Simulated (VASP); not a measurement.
# N2 in VASP: further runs, part 2 of 2

VASP 6.6.1. The steps go on from the part before.

### 4 Relaxation of the atoms, PBE+D3(BJ)

INCAR

```
SYSTEM = N
ALGO = Normal
EDIFF = 1E-7
EDIFFG = -0.01
ENCUT = 520
GGA = PE
IBRION = 2
ISIF = 2
ISMEAR = 0
IVDW = 12
LASPH = .True.
LCHARG = .False.
LREAL = .False.
LWAVE = .False.
NELM = 80
NSW = 80
PREC = Accurate
SIGMA = 0.01
```

KPOINTS

```
k-points
0
Gamma
  1 1 1
  0 0 0
```

POSCAR

```
N
1.0
    9.6000000000      0.0000000000      0.0000000000
    0.0000000000      9.8000000000      0.0000000000
    0.0000000000      0.0000000000     10.0000000000
N
2
Direct
    0.5331220986      0.5324461374      0.5317972147
    0.4668779014      0.4675538626      0.4682027853
```

Potentials or basis: VASP PAW PBE potentials, release 64 (N).

On the command line:

```sh
$ cat potpaw_PBE.64/N/POTCAR > POTCAR
$ mpirun -np 1 vasp_gam > vasp.out
```

OUTCAR:

```text
SYSTEM = N
   EDIFF = 1E-7
   EDIFFG = -0.01
   ENCUT = 520
   GGA = PE
   IBRION = 2
   ISIF = 2
   ISMEAR = 0
   IVDW = 12
   LASPH = .True.
   LREAL = .False.
   NELM = 80
   NSW = 80
   PREC = Accurate
 IVDW          = 12

 ion  position               nearest neighbor table
   1  0.533  0.532  0.532-   2 1.10
   2  0.467  0.468  0.468-   1 1.10

  LATTYP: Found a simple orthorhombic cell.
 ALAT       =     9.6000000000
 B/A-ratio  =     1.0208333333
 C/A-ratio  =     1.0416666667

  Lattice vectors:

 A1 = (   9.6000000000,   0.0000000000,   0.0000000000)
 A2 = (   0.0000000000,   9.8000000000,   0.0000000000)
 A3 = (   0.0000000000,   0.0000000000,  10.0000000000)

Analysis of symmetry for initial positions (statically):
=====================================================================
 Subroutine PRICEL returns:
 Original cell was already a primitive cell.

 Routine SETGRP: Setting up the symmetry group for a
 simple orthorhombic supercell.

 Subroutine GETGRP returns: Found  2 space group operations
 (whereof  2 operations were pure point group operations)
 out of a pool of  8 trial point group operations.

The static configuration has the point symmetry S_2 .

Analysis of symmetry for dynamics (positions and initial velocities):
=====================================================================
 Subroutine PRICEL returns:
 Original cell was already a primitive cell.

 Routine SETGRP: Setting up the symmetry group for a
 simple orthorhombic supercell.

 Subroutine GETGRP returns: Found  2 space group operations
 (whereof  2 operations were pure point group operations)
 out of a pool of  8 trial point group operations.

The dynamic configuration has the point symmetry S_2 .

 Subroutine INISYM returns: Found  2 space group operations
 (whereof  2 operations are pure point group operations),
 and found     1 'primitive' translations

----------------------------------------------------------------------------------------

                                     Primitive cell

  volume of cell :     940.8000

  direct lattice vectors                    reciprocal lattice vectors
     9.600000000  0.000000000  0.000000000     0.104166667  0.000000000  0.000000000
     0.000000000  9.800000000  0.000000000     0.000000000  0.102040816  0.000000000
     0.000000000  0.000000000 10.000000000     0.000000000  0.000000000  0.100000000

  length of vectors
     9.600000000  9.800000000 10.000000000     0.104166667  0.102040816  0.100000000

  position of ions in fractional coordinates (direct lattice)
     0.533122099  0.532446137  0.531797215
     0.466877901  0.467553863  0.468202785

  ion indices of the primitive-cell ions
   primitive index   ion index
                 1           1
                 2           2

----------------------------------------------------------------------------------------

 KPOINTS: k-points

Automatic generation of k-mesh.
 Grid dimensions read from file:
 generate k-points for:    1    1    1

 Generating k-lattice:

  Cartesian coordinates                     Fractional coordinates (reciprocal lattice)
     0.104166667  0.000000000  0.000000000     1.000000000  0.000000000  0.000000000
     0.000000000  0.102040816  0.000000000     0.000000000  1.000000000  0.000000000
     0.000000000  0.000000000  0.100000000     0.000000000  0.000000000  1.000000000

  Length of vectors
     0.104166667  0.102040816  0.100000000

  Shift w.r.t. Gamma in fractional coordinates (k-lattice)
     0.000000000  0.000000000  0.000000000

 Subroutine IBZKPT returns following result:
 ===========================================

 Found      1 irreducible k-points:

 Following reciprocal coordinates:
            Coordinates               Weight
  0.000000  0.000000  0.000000      1.000000
   k-points           NKPTS =      1   k-points in BZ     NKDIM =      1   number of bands    NBANDS=      9
   number of dos      NEDOS =    301   number of ions     NIONS =      2
   total plane-waves  NPLWV = 460800
   dimension x,y,z NGX =    72 NGY =   80 NGZ =   80
   dimension x,y,z NGXF=   144 NGYF=  160 NGZF=  160
   ions per type =               2
   NGX,Y,Z   is equivalent  to a cutoff of  12.47, 13.57, 13.30 a.u.
   NGXF,Y,Z  is equivalent  to a cutoff of  24.94, 27.14, 26.60 a.u.
 SYSTEM =  N
   PREC   = accura    normal or accurate (medium, high low for compatibility)
   ISTART =      0    job   : 0-new  1-cont  2-samecut
   ICHARG =      2    charge: 1-file 2-atom 10-const
   ISPIN  =      1    spin polarized calculation?
   LNONCOLLINEAR =      F non collinear calculations
   LSORBIT =      F    spin-orbit coupling
   LASPH  =      T    aspherical Exc in radial PAW
   ENCUT  =  520.0 eV  38.22 Ry    6.18 a.u.  17.85 18.22 18.59*2*pi/ulx,y,z
   NELM   =     80;   NELMIN=  2; NELMDL= -5     # of ELM steps
   EDIFF  = 0.1E-06   stopping-criterion for ELM
   LREAL  =      F    real-space projection
   EDIFFG = -.1E-01   stopping-criterion for IOM
   NSW    =     80    number of steps for IOM
   IBRION =      2    ionic relax: 0-MD 1-quasi-New 2-CG
   NFREE  =      1    steps in history (QN), initial steepest desc. (CG)
   ISIF   =      2    stress and relaxation
   ISYM   =      2    0-nonsym 1-usesym 2-fastsym
   POTIM  = 0.5000    time-step for ionic-motion
   TEBEG  =    0.0;   TEEND  =   0.0 temperature during run
   PSTRESS=    0.0 pullay stress
   NELECT =      10.0000    total number of electrons
   NUPDOWN=      -1.0000    fix difference up-down
   EMIN   =  10.00;   EMAX   =-10.00  energy-range for DOS
   EFERMI =   0.00;   METHOD = LEGACY
   ISMEAR =     0;   SIGMA  =   0.01  broadening in eV -4-tet -1-fermi 0-gaus
   EFERMI_NEDOS =   21; number of points for ismear=-14 and -15
   IALGO  =     38    algorithm
   IMIX   =      4    mixing-type and parameters
     AMIX     =   0.40;   BMIX     =  1.00
     AMIX_MAG =   1.60;   BMIX_MAG =  1.00
  volume/ion in A,a.u.               =     470.40      3174.42
  Fermi-wavevector in a.u.,A,eV,Ry     =   0.359950  0.680207  1.762827  0.129564
  Thomas-Fermi vector in A             =   1.279308
   LORBIT       =      0    0 simple, 1 ext, 2 COOP (PROOUT), +10 PAW based schemes
   GGA     = PE    functional components
   LHFCALC =     F    Hartree Fock is set to
   AEXX    =    0.0000 exact exchange contribution
   IVDW    =    12    specifies the selected vdW correction
   LEPSILON=     F    determine dielectric tensor
   LRPA    =     F    only Hartree local field effects (RPA)
 conjugate gradient relaxation of ions
 non-spin polarized calculation
 Gauss-broadening in eV      SIGMA  =   0.01
  energy-cutoff  :      520.00
  volume of cell :      940.80
 maximum number of plane-waves:     12694
 NGX is ok and might be reduce to    70
   NGX = 35   NGY = 37   NGZ = 37

--------------------------------------- Ionic step        1  -------------------------------------------

 number of electron      10.0000000 magnetization

 Free energy of the ion-electron system (eV)
  ---------------------------------------------------
  ext. energy  EPLUGINS =         0.00000000
  ---------------------------------------------------
  free energy    TOTEN  =       -16.64158039 eV

  energy without entropy =      -16.64158039  energy(sigma->0) =      -16.64158039

------------------------ aborting loop because EDIFF is reached ----------------------------------------

 Edisp (eV)   -0.01206

 E8    (eV) :    -0.0035

  FORCE on cell =-STRESS in cart. coord.  units (eV):
  Direction    XX          YY          ZZ          XY          YZ          ZX
  --------------------------------------------------------------------------------------
  -------------------------------------------------------------------------------------
  Total       0.61126     0.60957     0.61046     0.66807     0.66819     0.66822
  in kB       1.04097     1.03809     1.03962     1.13771     1.13793     1.13798
  external pressure =        1.04 kB  Pullay stress =        0.00 kB
[... 101 lines left out ...]
  energy  without entropy=      -16.6641890924  energy(sigma->0) =      -16.66418909

--------------------------------------- Ionic step        4  -------------------------------------------

 number of electron       9.9999999 magnetization

 Free energy of the ion-electron system (eV)
  ---------------------------------------------------
  ext. energy  EPLUGINS =         0.00000000
  ---------------------------------------------------
  free energy    TOTEN  =       -16.65219889 eV

  energy without entropy =      -16.65219889  energy(sigma->0) =      -16.65219889

 E-fermi :  -9.9970     XC(G=0):  -0.6578

 val. band max:      -10.0515476276   @ k =   0.0000   0.0000   0.0000
 cond. band min:      -1.9876402369   @ k =   0.0000   0.0000   0.0000
 fundamental gap:      8.0639073906
 Fermi energy:        -9.9969550035

 k-point     1 :       0.0000    0.0000    0.0000
  band No.  band energies     occupation
      1     -28.0372      2.00000
      2     -13.4038      2.00000
      3     -11.3883      2.00000
      4     -11.3883      2.00000
      5     -10.0515      2.00000
      6      -1.9876      0.00000
      7      -1.9874      0.00000
      8      -0.2073      0.00000
      9       1.1423      0.00000

------------------------ aborting loop because EDIFF is reached ----------------------------------------
[... 29 lines left out ...]
  FREE ENERGIE OF THE ION-ELECTRON SYSTEM (eV)
  ---------------------------------------------------
  free  energy   TOTEN  =       -16.6642538793 eV

  energy  without entropy=      -16.6642538793  energy(sigma->0) =      -16.66425388

 reached required accuracy - stopping structural energy minimisation
```

Run time: 5.5 min. Hardware: 1 thread of Intel Xeon 8259CL, shared host; peak memory 0.89 GiB.

Results:

```yaml
Free_energy: -16.6643 eV
Largest_force_after_relaxing: 0.006 eV/Å
Gap_between_the_frontier_levels: 8.06 eV
Dispersion_energy_per_atom: -0.006 eV
```

Forces on the atoms (eV/Å):
```
N   -0.004 -0.004 -0.004
N    0.004  0.004  0.004
```

Final structure:
```
N
1.0
     9.60000    0.00000    0.00000
     0.00000    9.80000    0.00000
     0.00000    0.00000   10.00000
N
2
Direct
  0.53347 0.53279 0.53214
  0.46653 0.46721 0.46786
```

Caveat: the standard files for N, O and F lose accuracy on very short bonds.

### 5 Overview

| task | cell | gap on the mesh (eV) | largest force (eV/Å) |
| --- | --- | --- | --- |
| single point | as given, atomic positions A | 8.21 | 1.85 |
| single point | as given, atomic positions B | 8.20 | 1.73 |
| relaxation of the atoms | atoms relaxed, atomic positions A | 8.06 | 0.01 |

Alike in all rows: level PBE+D3(BJ); potentials or basis VASP PAW PBE potentials, release 64 (N); no spin polarisation; k mesh 1 × 1 × 1; cutoff (eV) 520; smearing gaussian 0.01 eV.

Caveats: the standard files for N, O and F lose accuracy on very short bonds.

Total energies depend on the potentials used, so only differences within one code and one set of settings carry meaning.
